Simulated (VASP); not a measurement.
Input of a VASP 6.6.1 run:

File INCAR:

```
ALGO = Normal
EDIFF = 1E-7
ENCUT = 520
GGA = PE
ISIF = 2
ISMEAR = 0
LASPH = True
LCHARG = False
LREAL = False
LWAVE = False
NBANDS = 29
NELM = 80
PREC = Accurate
SIGMA = 0.1
```

Contents of KPOINTS:

```
k-points
0
Gamma
  6 6 4
```

The input POSCAR:

```
K2ZrO2
1.0
    4.5579693936     -0.0000000025      0.0000000000
   -2.2789846946      3.9473172858      0.0000000000
    0.0000000000      0.0000000000      6.6869852376
K Zr O
2 1 2
Direct
    0.3333333333      0.6666666667      0.5000000000
    0.6666666667      0.3333333333      0.5000000000
    0.0000000000      0.0000000000      0.0000000000
    0.0000000000      0.0000000000      0.2925842697
    0.0000000000      0.0000000000      0.7074157303
```

Potentials or basis: VASP PAW PBE potentials, release 64 (K_sv, Zr_sv, O).

The run is started by

```sh
$ cat potpaw_PBE.64/K_sv/POTCAR potpaw_PBE.64/Zr_sv/POTCAR potpaw_PBE.64/O/POTCAR > POTCAR
$ mpirun -np 1 vasp_std > vasp.out
```

(1) What does it give for the largest force?

(2) Predict the band gap on the k mesh.

(3) Predict the pressure.

## Answers

(1) 0.064 eV/Å.

(2) zero (band 21 reaches 2.87 eV, above the bottom of band 22 at 2.71 eV).

(3) 0.3 GPa.
